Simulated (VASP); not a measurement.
# Br (Cmce) in VASP: further runs

Br is run at these levels: PBEsol+D3(BJ), PBEsol+D4, PBE+D4; tasks: relaxation of cell and atoms, single point.

All numbers are computed with VASP 6.6.1; they aren't measurements. Logs are shortened: lines on timing, memory, paths and dates and some standing lists are left out, and cuts for length are marked.

## (1) The cell of the first run

It takes space group Cmce (No. 64, orthorhombic). The conventional cell has a = 6.726 Å, b = 4.645 Å, c = 8.702 Å, α = 90.00°, β = 90.00°, γ = 90.00°. Within 3.0 Å of Br (site symmetry m) lie 1 Br at 2.29 Å.

## (2) Relaxation of cell and atoms, PBEsol+D3(BJ)

Input file INCAR:

```
ALGO     = Normal         # electronic algorithm
EDIFF    = 1E-7           # SCF threshold, eV
EDIFFG   = -0.01          # ionic threshold
ENCUT    = 600            # plane-wave cutoff, eV
GGA      = PS             # functional
IBRION   = 2              # ionic algorithm
ISIF     = 3              # what is computed and relaxed
ISMEAR   = -1             # smearing method
IVDW     = 12             # dispersion correction
LASPH    = T              # aspherical terms in the spheres
LCHARG   = F              # write CHGCAR
LREAL    = F              # projectors in reciprocal space
LWAVE    = F              # write WAVECAR
NELM     = 60             # most SCF steps
NSW      = 60             # ionic steps
PREC     = Accurate       # precision mode
SIGMA    = 0.05           # smearing width, eV
```

Input file KPOINTS:

```
k-points
0
Gamma
  7 7 3
```

Input file POSCAR:

```
Br
1.0
    3.3632500000     -2.3225500000      0.0000000000
    3.3632500000      2.3225500000      0.0000000000
    0.0000000000      0.0000000000      8.7023000000
Br
4
Direct
    0.3651000000      0.6349000000      0.3901000000
    0.1349000000      0.8651000000      0.8901000000
    0.6349000000      0.3651000000      0.6099000000
    0.8651000000      0.1349000000      0.1099000000
```

Potentials or basis: VASP PAW PBE potentials, release 64 (Br).

Run with:

```console
$ cat potpaw_PBE.64/Br/POTCAR > POTCAR
$ mpirun -np 1 vasp_std > vasp.out
```

OUTCAR:

```text
EDIFF = 1E-7
   EDIFFG = -0.01
   ENCUT = 600
   GGA = PS
   IBRION = 2
   ISIF = 3
   ISMEAR = -1
   IVDW = 12
   LASPH = T
   LREAL = F
   NELM = 60
   NSW = 60
   PREC = Accurate
 IVDW          = 12

 ion  position               nearest neighbor table
   1  0.365  0.635  0.390-   3 2.29
   2  0.135  0.865  0.890-   4 2.29
   3  0.635  0.365  0.610-   1 2.29
   4  0.865  0.135  0.110-   2 2.29

  LATTYP: Found a base centered orthorhombic cell.
 ALAT       =     4.6451000000
 B/A-ratio  =     1.4480850789
 C/A-ratio  =     1.8734365245

  Lattice vectors:

 A1 = (  -3.3632500000,  -2.3225500000,   0.0000000000)
 A2 = (   3.3632500000,  -2.3225500000,   0.0000000000)
 A3 = (   0.0000000000,   0.0000000000,   8.7023000000)

Analysis of symmetry for initial positions (statically):
=====================================================================
 Subroutine PRICEL returns:
 Original cell was already a primitive cell.

 Routine SETGRP: Setting up the symmetry group for a
 base centered orthorhombic supercell.

 Subroutine GETGRP returns: Found  8 space group operations
 (whereof  4 operations were pure point group operations)
 out of a pool of  8 trial point group operations.

The static configuration has the point symmetry C_2h.
 The point group associated with its full space group is D_2h.

Analysis of symmetry for dynamics (positions and initial velocities):
=====================================================================
 Subroutine PRICEL returns:
 Original cell was already a primitive cell.

 Routine SETGRP: Setting up the symmetry group for a
 base centered orthorhombic supercell.

 Subroutine GETGRP returns: Found  8 space group operations
 (whereof  4 operations were pure point group operations)
 out of a pool of  8 trial point group operations.

The dynamic configuration has the point symmetry C_2h.
 The point group associated with its full space group is D_2h.

 Subroutine INISYM returns: Found  8 space group operations
 (whereof  4 operations are pure point group operations),
 and found     1 'primitive' translations

----------------------------------------------------------------------------------------

                                     Primitive cell

  volume of cell :     135.9528

  direct lattice vectors                    reciprocal lattice vectors
     3.363250000 -2.322550000  0.000000000     0.148665725 -0.215280618  0.000000000
     3.363250000  2.322550000  0.000000000     0.148665725  0.215280618  0.000000000
     0.000000000  0.000000000  8.702300000     0.000000000  0.000000000  0.114912150

  length of vectors
     4.087259359  4.087259359  8.702300000     0.261624239  0.261624239  0.114912150

  position of ions in fractional coordinates (direct lattice)
     0.365100000  0.634900000  0.390100000
     0.134900000  0.865100000  0.890100000
     0.634900000  0.365100000  0.609900000
     0.865100000  0.134900000  0.109900000

[... 82 lines left out ...]
   IBRION =      2    ionic relax: 0-MD 1-quasi-New 2-CG
   NFREE  =      1    steps in history (QN), initial steepest desc. (CG)
   ISIF   =      3    stress and relaxation
   ISYM   =      2    0-nonsym 1-usesym 2-fastsym
   POTIM  = 0.5000    time-step for ionic-motion
   TEBEG  =    0.0;   TEEND  =   0.0 temperature during run
   PSTRESS=    0.0 pullay stress
   NELECT =      28.0000    total number of electrons
   NUPDOWN=      -1.0000    fix difference up-down
   EMIN   =  10.00;   EMAX   =-10.00  energy-range for DOS
   EFERMI =   0.00;   METHOD = LEGACY
   ISMEAR =    -1;   SIGMA  =   0.05  broadening in eV -4-tet -1-fermi 0-gaus
   EFERMI_NEDOS =   21; number of points for ismear=-14 and -15
   IALGO  =     38    algorithm
   IMIX   =      4    mixing-type and parameters
     AMIX     =   0.40;   BMIX     =  1.00
     AMIX_MAG =   1.60;   BMIX_MAG =  1.00
  volume/ion in A,a.u.               =      33.99       229.36
  Fermi-wavevector in a.u.,A,eV,Ry     =   0.966788  1.826965 12.717090  0.934680
  Thomas-Fermi vector in A             =   2.096619
   LORBIT       =      0    0 simple, 1 ext, 2 COOP (PROOUT), +10 PAW based schemes
   GGA     = PS    functional components
   LHFCALC =     F    Hartree Fock is set to
   AEXX    =    0.0000 exact exchange contribution
   IVDW    =    12    specifies the selected vdW correction
   LEPSILON=     F    determine dielectric tensor
   LRPA    =     F    only Hartree local field effects (RPA)
 conjugate gradient relaxation of ions
 non-spin polarized calculation
  energy-cutoff  :      600.00
  volume of cell :      135.95
 maximum number of plane-waves:      4552
 NGX is ok and might be reduce to    36
   NGX = 17   NGY = 17   NGZ = 35

--------------------------------------- Ionic step        1  -------------------------------------------

 number of electron      28.0000004 magnetization

 Free energy of the ion-electron system (eV)
  ---------------------------------------------------
  ext. energy  EPLUGINS =         0.00000000
  ---------------------------------------------------
  free energy    TOTEN  =        -7.15495270 eV

  energy without entropy =       -7.15495270  energy(sigma->0) =       -7.15495270

------------------------ aborting loop because EDIFF is reached ----------------------------------------

 Edisp (eV)   -0.72570

 E8    (eV) :    -0.4473
[... 111 lines left out ...]
  FREE ENERGIE OF THE ION-ELECTRON SYSTEM (eV)
  ---------------------------------------------------
  free  energy   TOTEN  =        -7.9844209427 eV

  energy  without entropy=       -7.9844206595  energy(sigma->0) =       -7.98442080

[... ionic steps 4 to 23 ...]

--------------------------------------- Ionic step       24  -------------------------------------------

 number of electron      28.0000000 magnetization

------------------------ aborting loop because EDIFF is reached ----------------------------------------
[... 79 lines left out ...]
--------------------------------------- Ionic step       26  -------------------------------------------

 number of electron      28.0000001 magnetization

 Free energy of the ion-electron system (eV)
  ---------------------------------------------------
  ext. energy  EPLUGINS =         0.00000000
  ---------------------------------------------------
  free energy    TOTEN  =        -7.35938315 eV

  energy without entropy =       -7.35938226  energy(sigma->0) =       -7.35938271

 E-fermi :   1.8913     XC(G=0):  -9.0489

 val. band max:        1.3495993452   @ k =   0.0000   0.0000   0.0000
 cond. band min:       2.5056721425   @ k =  -0.4286   0.4286   0.0000
 fundamental gap:      1.1560727974
 Fermi energy:         1.8913427584

 k-point     1 :       0.0000    0.0000    0.0000
  band No.  band energies     occupation
      1     -15.0348      2.00000
      2     -14.1442      2.00000
      3     -12.9337      2.00000
      4     -11.2956      2.00000
      5      -4.2234      2.00000
      6      -2.3141      2.00000
[... 481 lines left out ...]
      5      -4.1167      2.00000
      6      -3.9465      2.00000
[... 10 lines left out ...]
     17       8.4014      0.00000
     18       8.8698      0.00000

 [... further k-points ...]

------------------------ aborting loop because EDIFF is reached ----------------------------------------

 Edisp (eV)   -0.88620

 E8    (eV) :    -0.5443
[... 27 lines left out ...]
  FREE ENERGIE OF THE ION-ELECTRON SYSTEM (eV)
  ---------------------------------------------------
  free  energy   TOTEN  =        -8.2455785059 eV

  energy  without entropy=       -8.2455776220  energy(sigma->0) =       -8.24557806

 reached required accuracy - stopping structural energy minimisation
```

Run time: 15 min. Hardware: 1 thread of Intel Xeon Platinum 8488C (Sapphire Rapids), shared host; peak memory 0.35 GiB.

Results:

| Item | Value |
| --- | --- |
| Free energy | -8.2456 eV |
| Relaxed volume | 27.74 Å³/atom |
| Relaxed cell | a = 3.868 Å, b = 3.868 Å, c = 8.439 Å, α = 90.00°, β = 90.00°, γ = 61.51° |
| Space group after relaxing (to 0.1 Å) | Cmce (No. 64) |
| Energy gained by relaxing | 91.2 meV/atom |
| Ionic steps | 26 |
| Pressure after relaxing | 0.0 GPa |
| Largest force after relaxing | 0.005 eV/Å |
| Band gap on the k mesh | 1.16 eV (least direct gap 1.32 eV) |
| Dispersion energy per atom | -0.222 eV |

Forces in eV/Å, atoms in the order of the input:
```
Br   0.000 -0.001  0.005
Br   0.000  0.001  0.005
Br   0.000  0.001 -0.005
Br   0.000 -0.001 -0.005
```

Step by step:
```csv
step,energy change (eV),largest force (eV/Å),pressure (GPa),volume (Å³)
1,0.0000,0.7452,-0.70,135.95
2,-0.0849,0.1189,-2.10,133.04
3,-0.1038,0.3432,-3.04,130.54
4,-0.1441,0.3209,-2.92,128.14
5,-0.2476,0.2792,-2.25,121.09
6,-0.2642,0.5839,1.10,107.72
7,-0.3005,0.3177,-1.12,114.97
8,-0.3040,0.3615,-0.68,113.17
9,-0.3146,0.2580,-0.44,113.19
10,-0.3231,0.1711,0.09,113.21
11,-0.3275,0.1533,-0.01,113.32
12,-0.3376,0.1028,-0.30,113.63
13,-0.3436,0.0634,-0.81,114.22
14,-0.3473,0.1043,-0.64,113.75
15,-0.3520,0.2037,-0.23,112.66
16,-0.3522,0.2316,-0.12,112.36
17,-0.3562,0.1888,-0.12,112.05
18,-0.3636,0.0637,-0.09,111.10
19,-0.3561,0.1924,0.17,109.19
20,-0.3646,0.0178,-0.05,110.63
21,-0.3646,0.0183,-0.05,110.59
22,-0.3647,0.0124,0.08,110.47
23,-0.3647,0.0118,0.07,110.48
24,-0.3648,0.0064,0.06,110.59
25,-0.3649,0.0101,0.02,110.90
26,-0.3649,0.0047,0.01,110.98
```

Final structure:
```xyz
4
Lattice="3.3243 -1.9780 0.0000 3.3243 1.9780 0.0000 0.0000 0.0000 8.4390" Properties=species:S:1:pos:R:3 pbc="T T T"
Br    3.3243    0.6346    3.2016
Br    3.3243    1.3434    7.4211
Br    3.3243   -0.6346    5.2374
Br    3.3243   -1.3434    1.0179
```

Caveat: the volume moved by over 15 % at a fixed basis, so the end points are rough; the PAW data sets were made with another functional, which shifts forces and pressure a little; an odd mesh through Γ misses points on the zone boundary, where band edges can lie.

## (3) Relaxation of cell and atoms, PBEsol+D4

Input file INCAR:

```
SYSTEM = Br
PREC = Accurate
ENCUT = 600
EDIFF = 1E-6
ISMEAR = -1
SIGMA = 0.05
LREAL = .FALSE.
LASPH = .TRUE.
NELM = 80
ALGO = Normal
ISIF = 3
LWAVE = .FALSE.
LCHARG = .FALSE.
GGA = PS
IVDW = 13
IBRION = 2
NSW = 60
EDIFFG = -0.01
```

Input file KPOINTS:

```
Automatic mesh
0
G
  7 7 3
  0 0 0
```

POSCAR is that of step 2.

Potentials or basis: VASP PAW PBE potentials, release 64 (Br).

Run with:

```console
$ cat potpaw_PBE.64/Br/POTCAR > POTCAR
$ mpirun -np 1 vasp_std > vasp.out
```

Run time: 21 min. Hardware: 1 thread of Intel Xeon Platinum 8488C (Sapphire Rapids), shared host; peak memory 0.35 GiB.

The run converged. Its results:

```
Free energy                           : -8.0184 eV
Relaxed volume                        : 28.49 Å³/atom
Relaxed cell                          : a = 3.927 Å, b = 3.927 Å, c = 8.461 Å, α = 90.00°, β = 90.00°, γ = 60.84°
Space group after relaxing (to 0.1 Å) : Cmce (No. 64)
Energy gained by relaxing             : 80.5 meV/atom
Ionic steps                           : 37
Pressure after relaxing               : 0.0 GPa
Largest force after relaxing          : 0.005 eV/Å
Band gap on the k mesh                : 1.18 eV (least direct gap 1.31 eV)
Dispersion energy per atom            : -0.160 eV
```

Forces in eV/Å, atoms in the order of the input:
```
Br   0.000 -0.001  0.005
Br   0.000  0.001  0.005
Br   0.000  0.001 -0.005
Br   0.000 -0.001 -0.005
```

The path:
```
step  energy change (eV)  largest force (eV/Å)  pressure (GPa)  volume (Å³)
   1              0.0000                0.7461           -0.47       135.95
   2             -0.0687                0.0986           -2.02       134.01
   3             -0.0722                0.1928           -2.42       133.42
   4             -0.1182                0.1648           -2.31       130.51
   5             -0.2334                0.1042           -1.52       122.00
   6             -0.1492                0.6489            3.19       105.99
   7             -0.2687                0.1309           -0.67       117.56
   8             -0.2742                0.2031           -0.07       114.93
   9             -0.2743                0.1914           -0.12       115.31
  10             -0.2740                0.1810           -0.21       115.65
  11             -0.2791                0.1512           -0.13       115.54
  12             -0.2868                0.1733            0.18       115.25
  13             -0.2830                0.4533            0.89       114.67
  14             -0.2884                0.2544            0.42       115.05
  15             -0.2918                0.2359            0.32       115.17
  16             -0.2998                0.1862            0.03       115.52
  17             -0.3055                0.1188           -0.50       116.20
  18             -0.3096                0.1270           -0.40       115.72
  19             -0.3170                0.1533           -0.03       114.24
  20             -0.3177                0.1665            0.16       113.55
  21             -0.3204                0.0636           -0.10       113.60
  22             -0.3206                0.0512           -0.16       113.61
  23             -0.3215                0.0273            0.04       113.25
  24             -0.3215                0.0207            0.09       113.15
  25             -0.3218                0.0169            0.04       113.33
  26             -0.3218                0.0306           -0.02       113.52
  27             -0.3220                0.0214            0.02       113.59
  28             -0.3221                0.0114            0.06       113.70
  29             -0.3221                0.0109            0.05       113.90
  30             -0.3220                0.0109           -0.13       114.53
  31             -0.3221                0.0103           -0.05       114.17
  32             -0.3222                0.0107           -0.05       114.10
  33             -0.3222                0.0109           -0.03       114.00
  34             -0.3221                0.0109           -0.01       113.95
  35             -0.3222                0.0108            0.00       113.97
  36             -0.3222                0.0108            0.00       113.99
  37             -0.3222                0.0049            0.00       113.97
```

Final structure:
```cif
data_structure
_symmetry_space_group_name_H-M 'P 1'
_symmetry_Int_Tables_number 1
_cell_length_a 3.9275
_cell_length_b 3.9275
_cell_length_c 8.4614
_cell_angle_alpha 90.000
_cell_angle_beta 90.000
_cell_angle_gamma 60.836
_cell_volume 113.97
loop_
_atom_site_label
_atom_site_type_symbol
_atom_site_fract_x
_atom_site_fract_y
_atom_site_fract_z
_atom_site_occupancy
Br1 Br 0.34115 0.65885 0.37951 1
Br2 Br 0.15885 0.84115 0.87951 1
Br3 Br 0.65885 0.34115 0.62049 1
Br4 Br 0.84115 0.15885 0.12049 1
```

Levels at points of the mesh, in eV from the valence-band top:
```tsv
k point	band 12	band 13	band 14	band 15	band 16	band 17
(0.00, 0.00, 0.00)	-0.80	-0.53	0.00	1.31	2.31	5.78
```

Caveat: the volume moved by over 15 % at a fixed basis, so the end points are rough; the PAW data sets were made with another functional, which shifts forces and pressure a little; an odd mesh through Γ misses points on the zone boundary, where band edges can lie.

## (4) Single point, PBE+D4

This run uses another cell than the first one, of 30.79 Å³/atom.

Input file INCAR:

```
SYSTEM = Br
  ALGO = Normal
  EDIFF = 1E-6
  ENCUT = 520
  GGA = PE
  ISIF = 2
  ISMEAR = -1
  IVDW = 13
  LASPH = .True.
  LCHARG = .False.
  LREAL = .False.
  LWAVE = .False.
  NBANDS = 22
  NELM = 100
  PREC = Accurate
  SIGMA = 0.05
```

Input file KPOINTS:

```
k-points
0
Gamma
  7 7 3
  0 0 0
```

Input file POSCAR:

```
Br
1.0
    3.4677459237     -2.0730862221      0.0000000000
    3.4677459237      2.0730862221      0.0000000000
    0.0000000000      0.0000000000      8.5670278909
Br
4
Direct
    0.3485608527      0.6514391473      0.3808380483
    0.1514391473      0.8485608527      0.8808380483
    0.6514391473      0.3485608527      0.6191619517
    0.8485608527      0.1514391473      0.1191619517
```

Run with:

```console
$ cat potpaw_PBE.64/Br/POTCAR > POTCAR
$ mpirun -np 1 vasp_std > vasp.out
```

It took 33 s on 1 thread of Intel Xeon 6975P-C (Granite Rapids), shared host; peak memory 0.24 GiB.

The run converged. Its results:

| Quantity | Value |
| --- | --- |
| Free energy | -7.4786 eV |
| Pressure | 0.0 GPa |
| Largest force | 0.004 eV/Å |
| Band gap on the k mesh | 1.33 eV (least direct gap 1.37 eV) |
| Dispersion energy per atom | -0.256 eV |

Forces on the atoms (eV/Å):
```
Br   0.000  0.003 -0.003
Br   0.000 -0.003 -0.003
Br   0.000 -0.003  0.003
Br   0.000  0.003  0.003
```

Levels at points of the mesh, in eV from the valence-band top:
```tsv
k point	band 11	band 12	band 13	band 14	band 15	band 16	band 17	band 18
(0.00, 0.00, 0.00)	-1.40	-0.60	-0.42	0.00	1.37	2.29	5.98	6.78
```

Caveat: an odd mesh through Γ misses points on the zone boundary, where band edges can lie.

## (5) The runs side by side

| task | level | cell | cutoff (eV) | gap on the mesh (eV) | pressure (GPa) | relaxed volume (Å³/atom) |
| --- | --- | --- | --- | --- | --- | --- |
| relaxation of cell and atoms | PBEsol+D3(BJ) | relaxed from a = 4.087, b = 4.087, c = 8.702 Å, angles 90.0, 90.0, 69.3°, 4 atoms, atomic positions A | 600 | 1.16 | 0.0 | 27.74 |
| relaxation of cell and atoms | PBEsol+D4 | relaxed from a = 4.087, b = 4.087, c = 8.702 Å, angles 90.0, 90.0, 69.3°, 4 atoms, atomic positions A | 600 | 1.18 | 0.0 | 28.49 |
| single point | PBE+D4 | a = 4.040, b = 4.040, c = 8.567 Å, angles 90.0, 90.0, 61.7°, 4 atoms, atomic positions B | 520 | 1.33 | 0.0 | - |

Alike in all rows: potentials or basis VASP PAW PBE potentials, release 64 (Br); no spin polarisation; k mesh 7 × 7 × 3; smearing fermi-dirac 0.05 eV.

Caveats: an odd mesh through Γ misses points on the zone boundary, where band edges can lie; the volume moved by over 15 % at a fixed basis, so the end points are rough (at least some runs); the PAW data sets were made with another functional, which shifts forces and pressure a little (at least some runs).

Absolute energies hang on the potentials; compare differences alone.
